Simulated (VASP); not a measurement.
A run of VASP 6.6.1:

File INCAR:

```
PREC = Accurate
ENCUT = 520
EDIFF = 1E-8
ISMEAR = 1
SIGMA = 0.2
LREAL = F
LASPH = T
NELM = 100
ALGO = Normal
ISIF = 2
LWAVE = F
LCHARG = F
GGA = PE
NBANDS = 11
IBRION = 8
NSW = 1
```

File KPOINTS:

```
regular mesh
0
Gamma
  12 12 12
```

POSCAR

```
Sr
1.0
    0.0000000000      3.0115487189      3.0115487189
    3.0115487189      0.0000000000      3.0115487189
    3.0115487189      3.0115487189      0.0000000000
Sr
1
Direct
    0.0000000000      0.0000000000      0.0000000000
```

Potentials or basis: VASP PAW PBE potentials, release 64 (Sr_sv).

Run with:

```bash
$ cat potpaw_PBE.64/Sr_sv/POTCAR > POTCAR
$ mpirun -np 1 vasp_std > vasp.out
```

Hardware: 1 thread of Intel(R) Xeon(R) Platinum 8488C (Sapphire Rapids), on a shared host.

How long does it take, and how much memory?

Run time: 2.4 min on 1 thread of Intel(R) Xeon(R) Platinum 8488C (Sapphire Rapids), with other jobs on the host, peak memory 0.34 GiB. Counts: scf iterations 39, k points 72.
